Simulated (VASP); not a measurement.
# Al (Pm-3m) in VASP: notebook

The runs below take Al through single point, with PBE.

Everything below comes from runs of VASP 6.6.1. Logs are shortened: lines on timing, memory, paths and dates and some standing lists are left out, and cuts for length are marked.

## 1. The cell of the first run

The structure is cubic, space group Pm-3m (No. 221). Conventional cell: a = 2.086 Å, b = 2.086 Å, c = 2.086 Å, α = 90.00°, β = 90.00°, γ = 90.00°. Al (site symmetry m-3m) has 6 Al at 2.09 Å within 2.8 Å.

## 2. Single point, PBE (volume scaled by 0.45)

Input file INCAR:

```
ALGO     = Normal         # electronic algorithm
EDIFF    = 1E-6           # SCF threshold, eV
ENCUT    = 520            # plane-wave cutoff, eV
GGA      = PE             # functional
ISIF     = 2              # what is computed and relaxed
ISMEAR   = -1             # smearing method
LASPH    = T              # aspherical terms in the spheres
LCHARG   = F              # write CHGCAR
LREAL    = F              # projectors in reciprocal space
LWAVE    = F              # write WAVECAR
NBANDS   = 8              # bands
NELM     = 60             # most SCF steps
PREC     = Accurate       # precision mode
SIGMA    = 0.08           # smearing width, eV
```

Input file KPOINTS:

```
k-points
0
Gamma
  16 16 16
```

Input file POSCAR:

```
Al
1.0
    2.0861461376      0.0000000000      0.0000000000
    0.0000000000      2.0861461376      0.0000000000
    0.0000000000      0.0000000000      2.0861461376
Al
1
Direct
    0.0000000000      0.0000000000      0.0000000000
```

Potentials or basis: VASP PAW PBE potentials, release 64 (Al).

Command:

```sh
> cat potpaw_PBE.64/Al/POTCAR > POTCAR
> mpirun -np 1 vasp_std > vasp.out
```

OUTCAR:

```text
EDIFF = 1E-6
   ENCUT = 520
   GGA = PE
   ISIF = 2
   ISMEAR = -1
   LASPH = T
   LREAL = F
   NELM = 60
   PREC = Accurate

 ion  position               nearest neighbor table
   1  0.000  0.000  0.000-

  LATTYP: Found a simple cubic cell.
 ALAT       =     2.0861461376

  Lattice vectors:

 A1 = (   2.0861461376,   0.0000000000,   0.0000000000)
 A2 = (   0.0000000000,   2.0861461376,   0.0000000000)
 A3 = (   0.0000000000,   0.0000000000,   2.0861461376)

Analysis of symmetry for initial positions (statically):
=====================================================================
 Subroutine PRICEL returns:
 Original cell was already a primitive cell.

 Routine SETGRP: Setting up the symmetry group for a
 simple cubic supercell.

 Subroutine GETGRP returns: Found 48 space group operations
 (whereof 48 operations were pure point group operations)
 out of a pool of 48 trial point group operations.

The static configuration has the point symmetry O_h .

Analysis of symmetry for dynamics (positions and initial velocities):
=====================================================================
 Subroutine PRICEL returns:
 Original cell was already a primitive cell.

 Routine SETGRP: Setting up the symmetry group for a
 simple cubic supercell.

 Subroutine GETGRP returns: Found 48 space group operations
 (whereof 48 operations were pure point group operations)
 out of a pool of 48 trial point group operations.

The dynamic configuration has the point symmetry O_h .

 Subroutine INISYM returns: Found 48 space group operations
 (whereof 48 operations are pure point group operations),
 and found     1 'primitive' translations

----------------------------------------------------------------------------------------

                                     Primitive cell

  volume of cell :       9.0789

  direct lattice vectors                    reciprocal lattice vectors
     2.086146138  0.000000000  0.000000000     0.479352804  0.000000000  0.000000000
     0.000000000  2.086146138  0.000000000     0.000000000  0.479352804  0.000000000
     0.000000000  0.000000000  2.086146138     0.000000000  0.000000000  0.479352804

  length of vectors
     2.086146138  2.086146138  2.086146138     0.479352804  0.479352804  0.479352804

  position of ions in fractional coordinates (direct lattice)
     0.000000000  0.000000000  0.000000000

  ion indices of the primitive-cell ions
   primitive index   ion index
                 1           1

----------------------------------------------------------------------------------------

 KPOINTS: k-points

Automatic generation of k-mesh.
 Grid dimensions read from file:
 generate k-points for:   16   16   16

 Generating k-lattice:

  Cartesian coordinates                     Fractional coordinates (reciprocal lattice)
     0.029959550  0.000000000  0.000000000     0.062500000  0.000000000  0.000000000
     0.000000000  0.029959550  0.000000000     0.000000000  0.062500000  0.000000000
     0.000000000  0.000000000  0.029959550     0.000000000  0.000000000  0.062500000

  Length of vectors
     0.029959550  0.029959550  0.029959550

  Shift w.r.t. Gamma in fractional coordinates (k-lattice)
     0.000000000  0.000000000  0.000000000

 Subroutine IBZKPT returns following result:
 ===========================================

 Found    165 irreducible k-points:

 Following reciprocal coordinates:
            Coordinates               Weight
  0.000000  0.000000  0.000000      1.000000
  0.062500  0.000000  0.000000      6.000000
  0.125000  0.000000  0.000000      6.000000
  0.187500  0.000000  0.000000      6.000000
  0.250000  0.000000  0.000000      6.000000
  0.312500  0.000000  0.000000      6.000000
[... 16 lines left out ...]
  0.437500  0.125000  0.000000     24.000000
  0.500000  0.125000  0.000000     12.000000
 [... further k-points ...]
   k-points           NKPTS =    165   k-points in BZ     NKDIM =    165   number of bands    NBANDS=      8
   number of dos      NEDOS =    301   number of ions     NIONS =      1
   total plane-waves  NPLWV =   4096
   dimension x,y,z NGX =    16 NGY =   16 NGZ =   16
   dimension x,y,z NGXF=    32 NGYF=   32 NGZF=   32
   ions per type =               1
   NGX,Y,Z   is equivalent  to a cutoff of  12.75, 12.75, 12.75 a.u.
   NGXF,Y,Z  is equivalent  to a cutoff of  25.50, 25.50, 25.50 a.u.
 SYSTEM =  unknown system
   PREC   = accura    normal or accurate (medium, high low for compatibility)
   ISTART =      0    job   : 0-new  1-cont  2-samecut
   ICHARG =      2    charge: 1-file 2-atom 10-const
   ISPIN  =      1    spin polarized calculation?
   LNONCOLLINEAR =      F non collinear calculations
   LSORBIT =      F    spin-orbit coupling
   LASPH  =      T    aspherical Exc in radial PAW
   ENCUT  =  520.0 eV  38.22 Ry    6.18 a.u.   3.88  3.88  3.88*2*pi/ulx,y,z
   NELM   =     60;   NELMIN=  2; NELMDL= -5     # of ELM steps
   EDIFF  = 0.1E-05   stopping-criterion for ELM
   LREAL  =      F    real-space projection
[... 7 lines left out ...]
   TEBEG  =    0.0;   TEEND  =   0.0 temperature during run
   PSTRESS=    0.0 pullay stress
   NELECT =       3.0000    total number of electrons
   NUPDOWN=      -1.0000    fix difference up-down
   EMIN   =  10.00;   EMAX   =-10.00  energy-range for DOS
   EFERMI =   0.00;   METHOD = LEGACY
   ISMEAR =    -1;   SIGMA  =   0.08  broadening in eV -4-tet -1-fermi 0-gaus
   EFERMI_NEDOS =   21; number of points for ismear=-14 and -15
   IALGO  =     38    algorithm
   IMIX   =      4    mixing-type and parameters
     AMIX     =   0.40;   BMIX     =  1.00
     AMIX_MAG =   1.60;   BMIX_MAG =  1.00
  volume/ion in A,a.u.               =       9.08        61.27
  Fermi-wavevector in a.u.,A,eV,Ry     =   1.131802  2.138796 17.428739  1.280976
  Thomas-Fermi vector in A             =   2.268502
   LORBIT       =      0    0 simple, 1 ext, 2 COOP (PROOUT), +10 PAW based schemes
   GGA     = PE    functional components
   LHFCALC =     F    Hartree Fock is set to
   AEXX    =    0.0000 exact exchange contribution
   IVDW    =     0    specifies the selected vdW correction
   LEPSILON=     F    determine dielectric tensor
   LRPA    =     F    only Hartree local field effects (RPA)
 non-spin polarized calculation
  energy-cutoff  :      520.00
  volume of cell :        9.08
 maximum number of plane-waves:       280
 NGX is ok and might be reduce to    16
   NGX =  7   NGY =  7   NGZ =  7

 number of electron       3.0000000 magnetization

 Free energy of the ion-electron system (eV)
  ---------------------------------------------------
  ext. energy  EPLUGINS =         0.00000000
  ---------------------------------------------------
  free energy    TOTEN  =         0.61686507 eV

  energy without entropy =        0.62246543  energy(sigma->0) =        0.61966525

 E-fermi :  15.6402     XC(G=0): -12.5753

 val. band max:       15.5762153341   @ k =   0.4375   0.4375   0.1250
 cond. band min:      15.7034331286   @ k =   0.3750   0.3125   0.1250
 fundamental gap:      0.1272177945
 Fermi energy:        15.6402292490

 k-point     1 :       0.0000    0.0000    0.0000
  band No.  band energies     occupation
      1       0.1064      2.00000
      2      25.4620      0.00000
      3      25.4620      0.00000
      4      32.4784      0.00000
      5      32.4784      0.00000
      6      32.4784      0.00000
      7      43.9822      0.00000
      8      53.8605      0.00000

 k-point     2 :       0.0625    0.0000    0.0000
  band No.  band energies     occupation
      1       0.2388      2.00000
      2      24.5081      0.00000
      3      25.5770      0.00000
      4      32.5554      0.00000
      5      32.5554      0.00000
      6      33.2167      0.00000
      7      44.4660      0.00000
      8      52.8548      0.00000

 k-point     3 :       0.1250    0.0000    0.0000
  band No.  band energies     occupation
      1       0.6347      2.00000
      2      22.4013      0.00000
      3      25.9186      0.00000
      4      32.7856      0.00000
      5      32.7856      0.00000
      6      34.7102      0.00000
      7      45.8635      0.00000
      8      50.7624      0.00000

 k-point     4 :       0.1875    0.0000    0.0000
  band No.  band energies     occupation
      1       1.2897      2.00000
      2      19.9269      0.00000
      3      26.4759      0.00000
      4      33.1653      0.00000
      5      33.1653      0.00000
      6      36.2880      0.00000
      7      47.9924      0.00000
      8      48.4711      0.00000

 k-point     5 :       0.2500    0.0000    0.0000
  band No.  band energies     occupation
      1       2.1970      2.00000
      2      17.3873      0.00000
      3      27.2252      0.00000
      4      33.6863      0.00000
      5      33.6863      0.00000
      6      37.8067      0.00000
      7      46.2764      0.00000
      8      46.2764      0.00000
[... 177 lines left out ...]
 k-point    22 :       0.3750    0.1250    0.0000
  band No.  band energies     occupation
      1       5.2183      2.00000
      2      13.0236      2.00000
      3      26.7039      0.00000
      4      32.4874      0.00000
      5      35.4387      0.00000
      6      39.7803      0.00000
      7      42.6043      0.00000
      8      43.2165      0.00000

 k-point    23 :       0.4375    0.1250    0.0000
  band No.  band energies     occupation
      1       6.7666      2.00000
      2      10.8880      2.00000
      3      27.9279      0.00000
      4      31.3966      0.00000
      5      36.1315      0.00000
      6      40.3130      0.00000
      7      41.3710      0.00000
      8      42.6456      0.00000

 k-point    24 :       0.5000    0.1250    0.0000
  band No.  band energies     occupation
      1       7.9941      2.00000
      2       9.4630      2.00000
      3      28.7304      0.00000
      4      30.5929      0.00000
      5      36.4539      0.00000
      6      40.8673      0.00000
      7      41.3242      0.00000
      8      41.5237      0.00000

 [... further k-points ...]

------------------------ aborting loop because EDIFF is reached ----------------------------------------

  FORCE on cell =-STRESS in cart. coord.  units (eV):
  Direction    XX          YY          ZZ          XY          YZ          ZX
  --------------------------------------------------------------------------------------
  -------------------------------------------------------------------------------------
  Total       12.4767021     12.4767021     12.4767021      0.0000000     -0.0000000     -0.0000000
  in kB     2201.7915604   2201.7915604   2201.7915604      0.0000000     -0.0000000     -0.0000000
  external PRESSURE =    2201.7915604 kB  Pullay stress =       0.0000000 kB

 VOLUME and BASIS-vectors are now :
 -----------------------------------------------------------------------------
  energy-cutoff  :      520.00
  volume of cell :        9.08
      direct lattice vectors                 reciprocal lattice vectors
     2.086146138  0.000000000  0.000000000     0.479352804  0.000000000  0.000000000
     0.000000000  2.086146138  0.000000000     0.000000000  0.479352804  0.000000000
     0.000000000  0.000000000  2.086146138     0.000000000  0.000000000  0.479352804

 POSITION                                       TOTAL-FORCE (eV/Angst)
 -----------------------------------------------------------------------------------
      0.00000      0.00000      0.00000         0.000000      0.000000      0.000000
 -----------------------------------------------------------------------------------
    total drift:                                0.000000      0.000000     -0.000000

  FREE ENERGIE OF THE ION-ELECTRON SYSTEM (eV)
  ---------------------------------------------------
  free  energy   TOTEN  =         0.6168650686 eV

  energy  without entropy=        0.6224654295  energy(sigma->0) =        0.61966525
```

Wall time 2.4 s (1 thread of Intel Xeon 6975P-C (Granite Rapids), shared host); peak memory 0.11 GiB.

What came out:

```yaml
Free_energy: 0.6169 eV
Pressure: 220.2 GPa
```

## 3. Single point, PBE (volume scaled by 0.45)

Input file INCAR:

```
SYSTEM = Al
  PREC = Accurate
  ENCUT = 520
  EDIFF = 1E-6
  ISMEAR = -1
  SIGMA = 0.08
  LREAL = .FALSE.
  LASPH = .TRUE.
  NELM = 60
  ALGO = Normal
  ISIF = 2
  LWAVE = .FALSE.
  LCHARG = .FALSE.
  GGA = PE
  NBANDS = 8
```

Input file KPOINTS:

```
Automatic mesh
0
G
  16 16 16
  0 0 0
```

POSCAR is that of step 2.

Potentials or basis: VASP PAW PBE potentials, release 64 (Al).

Command:

```sh
> cat potpaw_PBE.64/Al/POTCAR > POTCAR
> mpirun -np 1 vasp_std > vasp.out
```

OUTCAR:

```text
SYSTEM = Al
   PREC = Accurate
   ENCUT = 520
   EDIFF = 1E-6
   ISMEAR = -1
   LREAL = .FALSE.
   LASPH = .TRUE.
   NELM = 60
   ISIF = 2
   GGA = PE

 ion  position               nearest neighbor table
   1  0.000  0.000  0.000-

  LATTYP: Found a simple cubic cell.
 ALAT       =     2.0861461376

  Lattice vectors:

 A1 = (   2.0861461376,   0.0000000000,   0.0000000000)
 A2 = (   0.0000000000,   2.0861461376,   0.0000000000)
 A3 = (   0.0000000000,   0.0000000000,   2.0861461376)

Analysis of symmetry for initial positions (statically):
=====================================================================
 Subroutine PRICEL returns:
 Original cell was already a primitive cell.

 Routine SETGRP: Setting up the symmetry group for a
 simple cubic supercell.

 Subroutine GETGRP returns: Found 48 space group operations
 (whereof 48 operations were pure point group operations)
 out of a pool of 48 trial point group operations.

The static configuration has the point symmetry O_h .

Analysis of symmetry for dynamics (positions and initial velocities):
=====================================================================
 Subroutine PRICEL returns:
 Original cell was already a primitive cell.

 Routine SETGRP: Setting up the symmetry group for a
 simple cubic supercell.

 Subroutine GETGRP returns: Found 48 space group operations
 (whereof 48 operations were pure point group operations)
 out of a pool of 48 trial point group operations.

The dynamic configuration has the point symmetry O_h .

 Subroutine INISYM returns: Found 48 space group operations
 (whereof 48 operations are pure point group operations),
 and found     1 'primitive' translations

----------------------------------------------------------------------------------------
[... 109 lines left out ...]
   IMIX   =      4    mixing-type and parameters
     AMIX     =   0.40;   BMIX     =  1.00
     AMIX_MAG =   1.60;   BMIX_MAG =  1.00
  volume/ion in A,a.u.               =       9.08        61.27
  Fermi-wavevector in a.u.,A,eV,Ry     =   1.131802  2.138796 17.428739  1.280976
  Thomas-Fermi vector in A             =   2.268502
   LORBIT       =      0    0 simple, 1 ext, 2 COOP (PROOUT), +10 PAW based schemes
   GGA     = PE    functional components
   LHFCALC =     F    Hartree Fock is set to
   AEXX    =    0.0000 exact exchange contribution
   IVDW    =     0    specifies the selected vdW correction
   LEPSILON=     F    determine dielectric tensor
   LRPA    =     F    only Hartree local field effects (RPA)
 non-spin polarized calculation
  energy-cutoff  :      520.00
  volume of cell :        9.08
 maximum number of plane-waves:       280
 NGX is ok and might be reduce to    16
   NGX =  7   NGY =  7   NGZ =  7

 number of electron       3.0000000 magnetization

 Free energy of the ion-electron system (eV)
  ---------------------------------------------------
  ext. energy  EPLUGINS =         0.00000000
  ---------------------------------------------------
  free energy    TOTEN  =         0.61686507 eV

  energy without entropy =        0.62246543  energy(sigma->0) =        0.61966525

 E-fermi :  15.6402     XC(G=0): -12.5753

 val. band max:       15.5762153341   @ k =   0.4375   0.4375   0.1250
 cond. band min:      15.7034331286   @ k =   0.3750   0.3125   0.1250
 fundamental gap:      0.1272177945
 Fermi energy:        15.6402292490

 k-point     1 :       0.0000    0.0000    0.0000
  band No.  band energies     occupation
      1       0.1064      2.00000
      2      25.4620      0.00000
      3      25.4620      0.00000
      4      32.4784      0.00000
      5      32.4784      0.00000
      6      32.4784      0.00000
      7      43.9822      0.00000
      8      53.8605      0.00000
[... 243 lines left out ...]
 k-point    24 :       0.5000    0.1250    0.0000
  band No.  band energies     occupation
      1       7.9941      2.00000
      2       9.4630      2.00000
      3      28.7304      0.00000
      4      30.5929      0.00000
      5      36.4539      0.00000
      6      40.8673      0.00000
      7      41.3242      0.00000
      8      41.5237      0.00000

 [... further k-points ...]

------------------------ aborting loop because EDIFF is reached ----------------------------------------

  FORCE on cell =-STRESS in cart. coord.  units (eV):
  Direction    XX          YY          ZZ          XY          YZ          ZX
  --------------------------------------------------------------------------------------
  -------------------------------------------------------------------------------------
  Total       12.4767021     12.4767021     12.4767021      0.0000000     -0.0000000     -0.0000000
  in kB     2201.7915604   2201.7915604   2201.7915604      0.0000000     -0.0000000     -0.0000000
  external PRESSURE =    2201.7915604 kB  Pullay stress =       0.0000000 kB

 VOLUME and BASIS-vectors are now :
 -----------------------------------------------------------------------------
  energy-cutoff  :      520.00
  volume of cell :        9.08
      direct lattice vectors                 reciprocal lattice vectors
     2.086146138  0.000000000  0.000000000     0.479352804  0.000000000  0.000000000
     0.000000000  2.086146138  0.000000000     0.000000000  0.479352804  0.000000000
     0.000000000  0.000000000  2.086146138     0.000000000  0.000000000  0.479352804

 POSITION                                       TOTAL-FORCE (eV/Angst)
 -----------------------------------------------------------------------------------
      0.00000      0.00000      0.00000         0.000000      0.000000      0.000000
 -----------------------------------------------------------------------------------
    total drift:                                0.000000      0.000000     -0.000000

  FREE ENERGIE OF THE ION-ELECTRON SYSTEM (eV)
  ---------------------------------------------------
  free  energy   TOTEN  =         0.6168650686 eV

  energy  without entropy=        0.6224654295  energy(sigma->0) =        0.61966525
```

OSZICAR:

```text
N       E                     dE             d eps       ncg     rms          rms(c)
DAV:   1     0.254960766243E+01    0.25496E+01   -0.11005E+03  2672   0.225E+02
DAV:   2     0.497693413860E+00   -0.20519E+01   -0.19839E+01  3856   0.244E+01
DAV:   3     0.491455712600E+00   -0.62377E-02   -0.62365E-02  3096   0.152E+00
DAV:   4     0.491441991966E+00   -0.13721E-04   -0.13721E-04  4152   0.561E-02
DAV:   5     0.491441966332E+00   -0.25634E-07   -0.25236E-07  3160   0.122E-03    0.322E+00
DAV:   6     0.570877454066E+00    0.79435E-01   -0.28566E-03  3384   0.390E-01    0.181E+00
DAV:   7     0.616787625973E+00    0.45910E-01   -0.86812E-03  3264   0.649E-01    0.469E-01
DAV:   8     0.616529248412E+00   -0.25838E-03   -0.10636E-04  3496   0.721E-02    0.113E-01
DAV:   9     0.616863722432E+00    0.33447E-03   -0.80828E-05  3440   0.589E-02    0.275E-02
DAV:  10     0.616865153613E+00    0.14312E-05   -0.28565E-07  3608   0.391E-03    0.104E-03
DAV:  11     0.616865068634E+00   -0.84979E-07   -0.30491E-09  1888   0.344E-04
   1 F= 0.61686507E+00 E0= 0.61966525E+00  d E =-.560036E-02
```

Wall time 2.4 s (1 thread of Intel Xeon 6975P-C (Granite Rapids), shared host); peak memory 0.11 GiB.

What came out:

* Free energy: 0.6169 eV
* Pressure: 220.2 GPa

Levels at points of the mesh, in eV from the Fermi level:
| k point | band 1 | band 2 | band 3 | band 4 |
| --- | --- | --- | --- | --- |
| (0.00, 0.00, 0.00) | -15.53 | 9.82 | 9.82 | 16.84 |
| (0.50, 0.00, 0.00) | -8.10 | -6.69 | 14.53 | 20.35 |
| (0.50, 0.50, 0.00) | -0.78 | -0.67 | -0.67 | 3.55 |
| (0.50, 0.50, 0.50) | 5.25 | 5.25 | 5.25 | 7.00 |

[end of part 1 of 2]
